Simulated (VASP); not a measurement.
A run of VASP 6.6.1:

File POSCAR:

```
Cu2O
1.0
    4.2307829331      0.0000000000      0.0000000000
    0.0000000000      4.2307829331      0.0000000000
    0.0000000000      0.0000000000      4.2307829331
Cu O
4 2
Direct
    0.2500000000      0.2500000000      0.2500000000
    0.2500000000      0.7500000000      0.7500000000
    0.7500000000      0.7500000000      0.2500000000
    0.7500000000      0.2500000000      0.7500000000
    0.0000000000      0.0000000000      0.0000000000
    0.5000000000      0.5000000000      0.5000000000
```

INCAR.step1

```
PREC = Accurate ; ENCUT = 660
ISMEAR = 0 ; SIGMA = 0.02
LREAL = F ; LASPH = T
NELM = 120 ; NBANDS = 37
GGA = PE ; ALGO = Normal
EDIFF = 1E-5 ; LWAVE = T
LCHARG = F ; GGA_COMPAT = F
```

The input INCAR.step2:

```
PREC = Accurate ; ENCUT = 660
EDIFF = 1E-6 ; ISMEAR = 0
SIGMA = 0.02 ; LREAL = F
LASPH = T ; NELM = 120
ALGO = Normal ; ISIF = 2
LWAVE = F ; LCHARG = F
METAGGA = R2SCAN ; LMIXTAU = T
LUSE_VDW = T ; IVDW_NL = 2
BPARAM = 11.95 ; CPARAM = 0.0093
NBANDS = 37 ; ISTART = 1
GGA_COMPAT = F
```

Contents of KPOINTS:

```
regular mesh
0
Gamma
  4 4 4
```

Potentials or basis: VASP PAW PBE potentials, release 64 (Cu, O).

Launch:

```bash
$ cat potpaw_PBE.64/Cu/POTCAR potpaw_PBE.64/O/POTCAR > POTCAR
$ cp INCAR.step1 INCAR
$ mpirun -np 1 vasp_std > vasp.out
$ cp INCAR.step2 INCAR
$ mpirun -np 1 vasp_std > vasp.out
```

Hardware: 1 thread of Intel Xeon 8259CL, on a shared host.

Estimate the wall time of this run.

Run time: 4.5 min on 1 thread of Intel Xeon 8259CL, with other jobs on the host, peak memory 0.4 GiB. Counts: k points 10.
